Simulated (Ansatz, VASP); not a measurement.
# One calculation of Co, two programs

```
CELL_PARAMETERS angstrom
2.35051 0.00000 0.00000
-1.17526 2.03561 0.00000
0.00000 0.00000 23.80000
ATOMIC_POSITIONS crystal
Co 0.00000 0.00000 0.29412
```

Alike in both runs: functional PBE; k mesh 12 × 12 × 1; occupations gaussian, width 0.1 eV; collinear spin.

Ansatz relaxed the structure, and its values are those at the end. VASP's run is a single point on that final structure, the one shown.

```csv
,VASP,Ansatz
version,VASP 6.6.1,Ansatz 0.2.0
potentials or method,"VASP PAW PBE potentials, release 64 (Co), cutoff 520 eV","scalar-relativistic, plane waves, PAW"
valence electrons in the cell,9,17
```

VASP gave:

```
gap on the k mesh at the Fermi level (eV)                     : none
net moment per atom (μB)                                      : 1.85
size of the moment on the site where the two differ most (μB) : 1.88
```

Q: Which values does Ansatz return?

A: gap on the k mesh at the Fermi level (eV): none; net moment per atom (μB): 1.85; size of the moment on the site where the two differ most (μB): 1.91.

Site moments also hang on the region over which each program counts them. A gap of «none» marks a metal or a gap that the smearing closes. VASP's potentials hold 9 valence electrons a cell and Ansatz's 17, so a difference there can come from the potentials and not from the codes.
